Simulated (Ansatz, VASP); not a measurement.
One calculation of Sn, two programs

```xyz
2
Lattice="4.7178 0.0000 0.0000 -2.3589 4.0857 0.0000 0.0000 0.0000 28.0000" Properties=species:S:1:pos:R:3 pbc="T T T"
Sn    0.0000    2.7238   14.2780
Sn    2.3589    1.3619   13.7220
```

Alike in both runs: task single point; functional PBE; dispersion D3(BJ); k mesh 6 × 6 × 1; occupations gaussian, width 0.1 eV; no spin polarisation.

|  | VASP | Ansatz |
| --- | --- | --- |
| version | VASP 6.6.1 | Ansatz 0.2.0 |
| potentials or method | VASP PAW PBE potentials, release 64 (Sn_d), cutoff 520 eV | scalar-relativistic, plane waves, PAW |
| valence electrons in the cell | 28 | 28 |

```csv
,VASP,Ansatz,Ansatz less VASP
gap on the k mesh at the Fermi level (eV),none,none,-
rms of the force components (eV/Å),0.263,0.264,+0.0007
```

Atom by atom the forces differ by 0.001 eV/Å (rms over components). A gap of «none» marks a metal or a gap that the smearing closes.
